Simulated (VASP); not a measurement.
A run of VASP 6.6.1:

File INCAR:

```
PREC = Accurate
ENCUT = 800
EDIFF = 1E-6
ISMEAR = -1
SIGMA = 0.05
LREAL = F
LASPH = T
NELM = 300
ALGO = All
ISIF = 2
LWAVE = F
LCHARG = T
ISPIN = 2
MAGMOM = 0 0 0 4.5 0 0 0 0 0 0 0 0
LORBIT = 11
LMAXMIX = 4
LDAU = T
LDAUTYPE = 2
LDAUL = 2 -1
LDAUU = 3.9 0
LDAUJ = 0 0
LDAUPRINT = 1
GGA = PS
LVHAR = T
NBANDS = 66
GGA_COMPAT = F
ISEARCH = 1
KPAR = 4
```

File KPOINTS:

```
Automatic mesh
0
Gamma
  2 6 4
```

The input POSCAR:

```
MnO2
1.0
    9.3200000000      0.0000000000      0.0000000000
    0.0000000000      2.8500000000      0.0000000000
    0.0000000000      0.0000000000      4.4600000000
Mn O
4 8
Direct
    0.6400000000      0.2500000000      0.4800000000
    0.3600000000      0.7500000000      0.5200000000
    0.1400000000      0.2500000000      0.0200000000
    0.8600000000      0.7500000000      0.9800000000
    0.5350000000      0.7500000000      0.2900000000
    0.4650000000      0.2500000000      0.7100000000
    0.0350000000      0.7500000000      0.2100000000
    0.9650000000      0.2500000000      0.7900000000
    0.7850000000      0.2500000000      0.1900000000
    0.2150000000      0.7500000000      0.8100000000
    0.2850000000      0.2500000000      0.3100000000
    0.7150000000      0.7500000000      0.6900000000
```

Potentials or basis: VASP PAW PBE potentials, release 64 (Mn_pv, O).

Launch:

```sh
$ cat potpaw_PBE.64/Mn_pv/POTCAR potpaw_PBE.64/O/POTCAR > POTCAR
$ mpirun -np 4 vasp_std > vasp.out
```

Hardware: 4 MPI ranks on Intel(R) Xeon(R) Platinum 8488C (Sapphire Rapids), on a shared host.

Q: How long does it take, and how much memory?

A: Run time: 11 min on 4 MPI ranks on Intel(R) Xeon(R) Platinum 8488C (Sapphire Rapids), with other jobs on the host, peak memory 1.3 GiB a rank. Counts: scf iterations 68, k points 24.
